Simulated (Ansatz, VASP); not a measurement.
Two plane-wave programs on Ni

```xyz
1
Lattice="0.0000 1.7125 1.7125 1.7125 0.0000 1.7125 1.7125 1.7125 0.0000" Properties=species:S:1:pos:R:3 pbc="T T T"
Ni    0.0000    0.0000    0.0000
```

Alike in both runs: task single point; functional LDA; k mesh 16 × 16 × 16; occupations methfessel-paxton of order 1, width 0.2 eV; collinear spin.

```csv
,VASP,Ansatz
version,VASP 6.6.1,Ansatz 0.2.0
potentials or method,"VASP PAW LDA potentials, release 64 (Ni), cutoff 520 eV","plane waves (420 eV) with PAW, scalar-relativistic"
valence electrons in the cell,10,18
```

|  | VASP | Ansatz | Ansatz less VASP |
| --- | --- | --- | --- |
| pressure (GPa) | -0.6 | -0.6 | +0.05 |
| net moment per atom (μB) | 0.57 | 0.58 | +0.004 |
| size of the moment on the site where the two differ most (μB) | 0.57 | 0.60 | +0.029 |

Ansatz warns that its potentials were made for another functional, while VASP's fit it. LDA's correlation is that of Perdew and Zunger in VASP and of Perdew and Wang (1992) in Ansatz. Site moments also hang on the region over which each program counts them. VASP's potentials hold 10 valence electrons a cell and Ansatz's 18, so a difference there can come from the potentials and not from the codes. Ansatz's warnings: stability check not made.
